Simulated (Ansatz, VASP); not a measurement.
One calculation of MnS, two programs

```
CELL_PARAMETERS angstrom
0.00000 2.61225 2.61225
2.61225 0.00000 2.61225
2.61225 2.61225 0.00000
ATOMIC_POSITIONS crystal
Mn 0.00000 0.00000 0.00000
S 0.50000 0.50000 0.50000
```

Alike in both runs: task single point; functional LDA; k mesh 6 × 6 × 6; occupations gaussian, width 0.05 eV; non-collinear spin, spin-orbit coupling.

```csv
,VASP,Ansatz
version,VASP 6.6.1,Ansatz 0.2.0
potentials or method,"VASP PAW LDA potentials, release 64 (Mn_sv, S), cutoff 680 eV","plane waves, PAW"
valence electrons in the cell,21,21
```

|  | VASP | Ansatz | Ansatz less VASP |
| --- | --- | --- | --- |
| pressure (GPa) | -13.7 | -12.2 | +1.43 |
| net moment per atom (μB) | 2.23 | 2.28 | +0.052 |

LDA's correlation is that of Perdew and Zunger in VASP and of Perdew and Wang (1992) in Ansatz. Ansatz's warnings: stress scf threshold loose.
